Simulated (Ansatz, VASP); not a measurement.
# AgSn2SeI3: VASP beside Ansatz

```
Ag Sn Se I
1.0
     3.59521   -4.87606    0.00000
     3.59521    4.87606    0.00000
     0.00000    0.00000    8.66136
Ag Sn Se I
1 2 1 3
Cartesian
  0.0000 0.0000 4.3307
  1.7976 2.4380 4.3307
  1.7976 -2.4380 4.3307
  3.5952 0.0000 0.0000
  0.0000 0.0000 1.6494
  0.0000 0.0000 7.0119
  3.5952 0.0000 4.3307
```

Alike in both runs: functional PBE; k mesh 3 × 3 × 2; occupations gaussian, width 0.15 eV; no spin polarisation.

Ansatz relaxed the structure, and its values are those at the end. VASP's run is a single point on that final structure, the one shown.

|  | VASP | Ansatz |
| --- | --- | --- |
| version | VASP 6.6.1 | Ansatz 0.2.0 |
| potentials or method | VASP PAW PBE potentials, release 64 (Ag, Sn_d, Se, I), cutoff 520 eV | scalar-relativistic, plane waves, PAW |
| valence electrons in the cell | 66 | 114 |

VASP gave:

* gap on the k mesh at the Fermi level (eV): none
* pressure (GPa): 0.4
* rms of the force components (eV/Å): 0.022

Question: Which values does Ansatz return?

Answer: gap on the k mesh at the Fermi level (eV): none; pressure (GPa): 0.4; rms of the force components (eV/Å): 0.023.

A gap of «none» marks a metal or a gap that the smearing closes. The functional is the same, so the differences come from potentials, cutoffs and numerics. VASP's potentials hold 66 valence electrons a cell and Ansatz's 114, so a difference there can come from the potentials and not from the codes.

The k mesh is coarse, so the values compare programs but aren't converged. Neither program's run includes spin-orbit coupling.
